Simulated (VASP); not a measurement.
Crystal: HfGe.

```
CELL_PARAMETERS angstrom
3.50084 0.00000 0.00000
0.00000 3.50084 0.00000
0.00000 0.00000 3.50084
ATOMIC_POSITIONS crystal
Hf 0.00000 0.00000 0.00000
Ge 0.50000 0.50000 0.50000
```

| Item | Value |
| --- | --- |
| Program | VASP 6.6.1 |
| Task | relaxation of cell and atoms |
| Functional | PBEsol-based global hybrid with 25 % exact exchange |
| Potentials or basis | VASP PAW PBE potentials, release 64 (Hf_pv, Ge_d) |
| Cutoff | 600 eV |
| k mesh | 4 × 4 × 4 |
| Occupations | fermi-dirac, width 0.05 eV |
| Spin | no spin polarisation |

At the start: pressure -15.4 GPa; volume 21.45 Å³/atom.

Task: Where does the relaxation end?

Result: Over 4 steps the energy falls by 179.5 meV/atom and the volume is 18.19 Å³/atom (-15.2 %); space group Pm-3m (No. 221, to 0.1 Å) before and after.

The path:
```csv
step,energy change (eV),largest force (eV/Å),pressure (GPa),volume (Å³)
1,0.0000,0.0000,-15.44,42.91
2,0.0319,0.0000,28.43,31.30
3,-0.3586,0.0000,-0.84,36.57
4,-0.3591,0.0000,0.00,36.38
```

Final structure:
```
CELL_PARAMETERS angstrom
3.31365 0.00000 0.00000
0.00000 3.31365 0.00000
0.00000 0.00000 3.31365
ATOMIC_POSITIONS crystal
Hf 0.00000 0.00000 0.00000
Ge 0.50000 0.50000 0.50000
```

Caveat: the k points lie up to 0.47 Å⁻¹ apart in the final cell, too coarse for converged energies and pressures of a metal; the volume moved by over 15 % at a fixed basis, so the end points are rough; the PAW data sets were made with another functional, which shifts forces and pressure a little.
